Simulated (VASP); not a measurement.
A run of VASP 6.6.1:

POSCAR

```
ZnS
1.0
    0.0000000000      2.6654820099      2.6654820099
    2.6654820099      0.0000000000      2.6654820099
    2.6654820099      2.6654820099      0.0000000000
Zn S
1 1
Direct
    0.7500000000      0.7500000000      0.7500000000
    0.0000000000      0.0000000000      0.0000000000
```

The input INCAR.step1:

```
PREC = Accurate
ENCUT = 520
ISMEAR = -1
SIGMA = 0.05
LREAL = F
LASPH = T
NELM = 60
NBANDS = 16
GGA = PE
ALGO = Normal
EDIFF = 1E-4
LWAVE = T
LCHARG = F
```

The input INCAR.step2:

```
PREC = Accurate
ENCUT = 520
EDIFF = 1E-6
ISMEAR = -1
SIGMA = 0.05
LREAL = F
LASPH = T
NELM = 60
ALGO = Normal
ISIF = 2
LWAVE = F
LCHARG = F
METAGGA = R2SCAN
LMIXTAU = T
IVDW = 13
VDW_S6 = 1.0
VDW_S8 = 0.6018749
VDW_A1 = 0.51559235
VDW_A2 = 5.77342911
NBANDS = 16
ISTART = 1
```

KPOINTS

```
Automatic mesh
0
Gamma
  9 9 9
```

Potentials or basis: VASP PAW PBE potentials, release 64 (Zn, S).

Command:

```sh
$ cat potpaw_PBE.64/Zn/POTCAR potpaw_PBE.64/S/POTCAR > POTCAR
$ cp INCAR.step1 INCAR
$ mpirun -np 1 vasp_std > vasp.out
$ cp INCAR.step2 INCAR
$ mpirun -np 1 vasp_std > vasp.out
```

Hardware: 1 thread of AMD EPYC 9R45 96-Core Processor (Zen 5), with other jobs on the host.

Question: How long does it take, and how much memory?

Answer: It took 50 s on 1 thread of AMD EPYC 9R45 96-Core Processor (Zen 5), on a shared host, peak memory 0.14 GiB. Counts: k points 35.
